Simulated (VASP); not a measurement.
Here is a VASP 6.6.1 calculation.

The input POSCAR:

```
Ca
1.0
   -2.3520000000      2.3520000000      2.3520000000
    2.3520000000     -2.3520000000      2.3520000000
    2.3520000000      2.3520000000     -2.3520000000
Ca
1
Direct
    0.0000000000      0.0000000000      0.0000000000
```

Contents of INCAR.step1:

```
SYSTEM = Ca
PREC = Accurate
ENCUT = 550
ISMEAR = 0
SIGMA = 0.15
LREAL = .False.
LASPH = .True.
NELM = 120
NBANDS = 11
GGA = PE
ALGO = Normal
EDIFF = 1E-5
LWAVE = .True.
LCHARG = .False.
GGA_COMPAT = .False.
```

Contents of INCAR.step2:

```
SYSTEM = Ca
PREC = Accurate
ENCUT = 550
EDIFF = 1E-6
ISMEAR = 0
SIGMA = 0.15
LREAL = .False.
LASPH = .True.
NELM = 120
ALGO = Normal
ISIF = 2
LWAVE = .False.
LCHARG = .False.
METAGGA = R2SCAN
LMIXTAU = .True.
NBANDS = 11
ISTART = 1
GGA_COMPAT = .False.
```

Contents of KPOINTS:

```
Automatic mesh
0
Gamma
  16 16 16
  0 0 0
```

Potentials or basis: VASP PAW PBE potentials, release 64 (Ca_sv).

The run is started by

```bash
$ cat potpaw_PBE.64/Ca_sv/POTCAR > POTCAR
$ cp INCAR.step1 INCAR
$ mpirun -np 1 vasp_std > vasp.out
$ cp INCAR.step2 INCAR
$ mpirun -np 1 vasp_std > vasp.out
```

(1) What does it give for the band gap on the k mesh?

(2) What does it give for the pressure?

Answers

(1) zero (bands 5 and 6 overlap by 0.64 eV).

(2) -2.4 GPa.

Caveat: the cell differs from its parent crystal (strain +0.050 along x and y, +0.050 along z); the PAW data sets were made with another functional, which shifts forces and pressure a little.
